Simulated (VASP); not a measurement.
# P (Pm-3m) in VASP: a series of runs, part 2 of 2

VASP 6.6.1. Earlier steps stand in the parts before.

## (5) Relaxation of cell and atoms, PBEsol+D3(BJ), target pressure 20 GPa, at which the enthalpy is minimised

This run uses another cell than the first one, of 12.19 Å³/atom.

File INCAR:

```
  ALGO = Normal
  EDIFF = 1E-7
  EDIFFG = -0.008
  ENCUT = 600
  GGA = PS
  IBRION = 2
  ISIF = 3
  ISMEAR = 0
  IVDW = 12
  LASPH = T
  LCHARG = F
  LREAL = F
  LWAVE = F
  NELM = 80
  NSW = 70
  PREC = Accurate
  PSTRESS = 200.0
  SIGMA = 0.1
```

File KPOINTS:

```
k-points
0
Gamma
  18 18 18
```

File POSCAR:

```
P
1.0
    2.3016932461      0.0000000000      0.0000000000
    0.0000000000      2.3016932461      0.0000000000
    0.0000000000      0.0000000000      2.3016932461
P
1
Direct
    0.0000000000      0.0000000000      0.0000000000
```

Command:

```sh
$ cat potpaw_PBE.64/P/POTCAR > POTCAR
$ mpirun -np 1 vasp_std > vasp.out
```

Wall time 29 s (1 thread of Intel Xeon Platinum 8175M at 2.50GHz (Skylake/Cascade Lake), shared host); peak memory 0.13 GiB.

It converged, with:

```
Free energy                                                : -6.0900 eV
Relaxed volume                                             : 12.22 Å³/atom
Relaxed cell                                               : a = 2.303 Å, b = 2.303 Å, c = 2.303 Å, α = 90.00°, β = 90.00°, γ = 90.00°
Space group after relaxing (to 0.1 Å)                      : Pm-3m (No. 221)
Energy change on relaxing (the run minimises the enthalpy) : -3.3 meV/atom
Ionic steps                                                : 3
Pressure after relaxing                                    : 20.0 GPa
Band gap on the k mesh                                     : zero (an odd number of electrons rules out a gap without spin polarisation)
Dispersion energy per atom                                 : -0.466 eV
```

The path:
| step | energy change (eV) | largest force (eV/Å) | pressure (GPa) | volume (Å³) |
| --- | --- | --- | --- | --- |
| 1 | 0.0000 | 0.0000 | 20.49 | 12.19 |
| 2 | -0.0082 | 0.0000 | 19.28 | 12.26 |
| 3 | -0.0033 | 0.0000 | 20.01 | 12.22 |

Final structure:
```
P
1.0
     2.30334    0.00000    0.00000
     0.00000    2.30334    0.00000
     0.00000    0.00000    2.30334
P
1
Direct
  0.00000 0.00000 0.00000
```

Levels at points of the mesh, in eV from the Fermi level:
```tsv
k point	band 1	band 2	band 3	band 4	band 5	band 6
(0.00, 0.00, 0.00)	-18.36	6.11	6.11	6.11	6.65	6.65
(0.50, 0.00, 0.00)	-13.04	-10.25	9.66	9.76	9.76	15.21
(0.50, 0.50, 0.00)	-7.17	-6.10	-6.10	-0.20	13.22	18.22
(0.50, 0.50, 0.50)	-2.27	-2.27	-2.27	0.70	4.08	4.08
```

Caveat: the cell is relaxed towards a set pressure, so the run minimises the enthalpy, not the energy; the PAW data sets were made with another functional, which shifts forces and pressure a little.

## (6) Relaxation of cell and atoms, PBEsol+D3(BJ), target pressure 10 GPa, at which the enthalpy is minimised

This run uses another cell than the first one, of 12.82 Å³/atom.

File INCAR:

```
PREC = Accurate
ENCUT = 600
EDIFF = 1E-6
ISMEAR = 0
SIGMA = 0.1
LREAL = False
LASPH = True
NELM = 100
ALGO = Normal
ISIF = 3
LWAVE = False
LCHARG = False
GGA = PS
IVDW = 12
IBRION = 2
NSW = 70
EDIFFG = -0.008
PSTRESS = 100.0
```

File KPOINTS:

```
regular mesh
0
Gamma
  18 18 18
```

File POSCAR:

```
P
1.0
    2.3406412391      0.0000000000      0.0000000000
    0.0000000000      2.3406412391      0.0000000000
    0.0000000000      0.0000000000      2.3406469224
P
1
Direct
    0.0000000000      0.0000000000      0.0000000000
```

Potentials or basis: VASP PAW PBE potentials, release 64 (P).

Command:

```sh
$ cat potpaw_PBE.64/P/POTCAR > POTCAR
$ mpirun -np 1 vasp_std > vasp.out
```

OUTCAR:

```text
PREC = Accurate
   ENCUT = 600
   EDIFF = 1E-6
   ISMEAR = 0
   LREAL = False
   LASPH = True
   NELM = 100
   ISIF = 3
   GGA = PS
   IVDW = 12
   IBRION = 2
   NSW = 70
   EDIFFG = -0.008
   PSTRESS = 100.0
 IVDW          = 12

 ion  position               nearest neighbor table
   1  0.000  0.000  0.000-

  LATTYP: Found a simple cubic cell.
 ALAT       =     2.3406412391

  Lattice vectors:

 A1 = (   2.3406412391,   0.0000000000,   0.0000000000)
 A2 = (   0.0000000000,   2.3406412391,   0.0000000000)
 A3 = (   0.0000000000,   0.0000000000,   2.3406469224)

Analysis of symmetry for initial positions (statically):
=====================================================================
 Subroutine PRICEL returns:
 Original cell was already a primitive cell.

 Routine SETGRP: Setting up the symmetry group for a
 simple cubic supercell.

 Subroutine GETGRP returns: Found 48 space group operations
 (whereof 48 operations were pure point group operations)
 out of a pool of 48 trial point group operations.

The static configuration has the point symmetry O_h .

Analysis of symmetry for dynamics (positions and initial velocities):
=====================================================================
 Subroutine PRICEL returns:
 Original cell was already a primitive cell.

 Routine SETGRP: Setting up the symmetry group for a
 simple cubic supercell.

 Subroutine GETGRP returns: Found 48 space group operations
 (whereof 48 operations were pure point group operations)
 out of a pool of 48 trial point group operations.

The dynamic configuration has the point symmetry O_h .

 Subroutine INISYM returns: Found 48 space group operations
 (whereof 48 operations are pure point group operations),
 and found     1 'primitive' translations

----------------------------------------------------------------------------------------

                                     Primitive cell

  volume of cell :      12.8235

  direct lattice vectors                    reciprocal lattice vectors
     2.340641239  0.000000000  0.000000000     0.427233351  0.000000000  0.000000000
     0.000000000  2.340641239  0.000000000     0.000000000  0.427233351  0.000000000
     0.000000000  0.000000000  2.340646922     0.000000000  0.000000000  0.427232314

  length of vectors
[... 90 lines left out ...]
   PSTRESS=  100.0 pullay stress
   NELECT =       5.0000    total number of electrons
   NUPDOWN=      -1.0000    fix difference up-down
   EMIN   =  10.00;   EMAX   =-10.00  energy-range for DOS
   EFERMI =   0.00;   METHOD = LEGACY
   ISMEAR =     0;   SIGMA  =   0.10  broadening in eV -4-tet -1-fermi 0-gaus
   EFERMI_NEDOS =   21; number of points for ismear=-14 and -15
   IALGO  =     38    algorithm
   IMIX   =      4    mixing-type and parameters
     AMIX     =   0.40;   BMIX     =  1.00
     AMIX_MAG =   1.60;   BMIX_MAG =  1.00
  volume/ion in A,a.u.               =      12.82        86.54
  Fermi-wavevector in a.u.,A,eV,Ry     =   1.195996  2.260104 19.461852  1.430406
  Thomas-Fermi vector in A             =   2.331947
   LORBIT       =      0    0 simple, 1 ext, 2 COOP (PROOUT), +10 PAW based schemes
   GGA     = PS    functional components
   LHFCALC =     F    Hartree Fock is set to
   AEXX    =    0.0000 exact exchange contribution
   IVDW    =    12    specifies the selected vdW correction
   LEPSILON=     F    determine dielectric tensor
   LRPA    =     F    only Hartree local field effects (RPA)
 conjugate gradient relaxation of ions
 non-spin polarized calculation
 Gauss-broadening in eV      SIGMA  =   0.10
  energy-cutoff  :      600.00
  volume of cell :       12.82
 maximum number of plane-waves:       449
 NGX is ok and might be reduce to    20
   NGX =  9   NGY =  9   NGZ =  9

--------------------------------------- Ionic step        1  -------------------------------------------

 number of electron       4.9999997 magnetization

 Free energy of the ion-electron system (eV)
  ---------------------------------------------------
  ext. energy  EPLUGINS =         0.00000000
  ---------------------------------------------------
  free energy    TOTEN  =        -5.70338014 eV

  energy without entropy =       -5.70190745  energy(sigma->0) =       -5.70264380

------------------------ aborting loop because EDIFF is reached ----------------------------------------

 Edisp (eV)   -0.44298

 E8    (eV) :    -0.2630
[... 73 lines left out ...]
--------------------------------------- Ionic step        3  -------------------------------------------

 number of electron       4.9999997 magnetization

 Free energy of the ion-electron system (eV)
  ---------------------------------------------------
  ext. energy  EPLUGINS =         0.00000000
  ---------------------------------------------------
  free energy    TOTEN  =        -5.70544317 eV

  energy without entropy =       -5.70396836  energy(sigma->0) =       -5.70470577

 E-fermi :  11.3935     XC(G=0): -11.9265

 val. band max:       11.3789371433   @ k =   0.4444   0.2778   0.1667
 cond. band min:      11.4001635562   @ k =   0.5000   0.5000   0.5000
 fundamental gap:      0.0212264129
 Fermi energy:        11.3935132495

 k-point     1 :       0.0000    0.0000    0.0000
  band No.  band energies     occupation
      1      -6.3891      2.00000
      2      17.1943      0.00000
      3      17.1944      0.00000
      4      17.1944      0.00000
      5      18.1268      0.00000
      6      18.1268      0.00000
[... 199 lines left out ...]
 k-point    24 :       0.3333    0.1111    0.0000
  band No.  band energies     occupation
      1      -3.3503      2.00000
      2       5.4815      2.00000
      3      15.5937      0.00000
      4      19.5311      0.00000
      5      22.5324      0.00000
      6      25.5387      0.00000

 [... further k-points ...]

------------------------ aborting loop because EDIFF is reached ----------------------------------------

 Edisp (eV)   -0.44224

 E8    (eV) :    -0.2625
[... 28 lines left out ...]
  energy  without entropy=       -6.1462044439  energy(sigma->0) =       -6.14694185

  enthalpy is  TOTEN    =        -5.3459999684 eV   P V=        0.8016792817

 reached required accuracy - stopping structural energy minimisation
```

OSZICAR:

```text
N       E                     dE             d eps       ncg     rms          rms(c)
DAV:   1     0.283167004743E+01    0.28317E+01   -0.23884E+03  2748   0.691E+02
[... 14 lines left out ...]
DAV:   4    -0.570811476151E+01    0.17552E-06   -0.12452E-07  1908   0.408E-03
   2 F= -.53459685E+01 E0= -.53452300E+01  d E =0.111472E-04
       N       E                     dE             d eps       ncg     rms          rms(c)
DAV:   1    -0.570546749542E+01    0.26474E-02   -0.92695E-04  2988   0.210E-01    0.401E-02
DAV:   2    -0.570545054470E+01    0.16951E-04   -0.12779E-05  2964   0.332E-02    0.216E-02
DAV:   3    -0.570544309708E+01    0.74476E-05   -0.15038E-05  3054   0.260E-02    0.607E-03
DAV:   4    -0.570544317107E+01   -0.73987E-07   -0.40784E-08  1488   0.236E-03
   3 F= -.53460000E+01 E0= -.53452626E+01  d E =-.202728E-04
```

CONTCAR:

```text
P
   1.00000000000000
     2.3419091885414240    0.0000000000000000   -0.0000000000000000
    -0.0000000000000000    2.3419091885414240   -0.0000000000000000
     0.0000000000000000   -0.0000000000000000    2.3419150699937381
  P
     1
Direct
     0.0000000000000000    0.0000000000000000    0.0000000000000000

  0.00000000E+00  0.00000000E+00  0.00000000E+00
```

It took 28 s on 1 thread of Intel Xeon Platinum 8175M at 2.50GHz (Skylake/Cascade Lake), shared host; peak memory 0.14 GiB.

Results:

- Free energy: -6.1477 eV
- Relaxed volume: 12.84 Å³/atom
- Relaxed cell: a = 2.342 Å, b = 2.342 Å, c = 2.342 Å, α = 90.00°, β = 90.00°, γ = 90.00°
- Space group after relaxing (to 0.1 Å): Pm-3m (No. 221)
- Energy change on relaxing (the run minimises the enthalpy): -1.3 meV/atom
- Ionic steps: 3
- Pressure after relaxing: 10.0 GPa
- Band gap on the k mesh: zero (an odd number of electrons rules out a gap without spin polarisation)
- Dispersion energy per atom: -0.442 eV

The path:
```tsv
step	energy change (eV)	largest force (eV/Å)	pressure (GPa)	volume (Å³)
1	0.0000	0.0000	10.33	12.82
2	-0.0030	0.0000	9.65	12.87
3	-0.0013	0.0000	10.03	12.84
```

Final structure:
```
P
1.0
     2.34191    0.00000    0.00000
     0.00000    2.34191    0.00000
     0.00000    0.00000    2.34192
P
1
Direct
  0.00000 0.00000 0.00000
```

Caveat: the cell is relaxed towards a set pressure, so the run minimises the enthalpy, not the energy; the PAW data sets were made with another functional, which shifts forces and pressure a little.

## (7) Overview

```csv
task,cell,cutoff (eV),gap on the mesh (eV),pressure (GPa)
relaxation of cell and atoms,"relaxed to 40 GPa from a = 2.242 Å, 1 atom",600,none,40.0
single point,"a = 2.390 Å, 1 atom",520,none,0.1
single point,"a = 2.403 Å, 1 atom",520,none,-1.9
relaxation of cell and atoms,"relaxed to 20 GPa from a = 2.302 Å, 1 atom",600,none,20.0
relaxation of cell and atoms,"relaxed to 10 GPa from a = 2.341 Å, 1 atom",600,none,10.0
```

Alike in all rows: level PBEsol+D3(BJ); potentials or basis VASP PAW PBE potentials, release 64 (P); no spin polarisation; k mesh 18 × 18 × 18; smearing gaussian 0.1 eV.

Caveats: the PAW data sets were made with another functional, which shifts forces and pressure a little; the cell is relaxed towards a set pressure, so the run minimises the enthalpy, not the energy (at least some runs).

Absolute energies hang on the potentials; compare differences alone.

The gap in the log of VASP goes by the Fermi energy; the results here count the filled bands.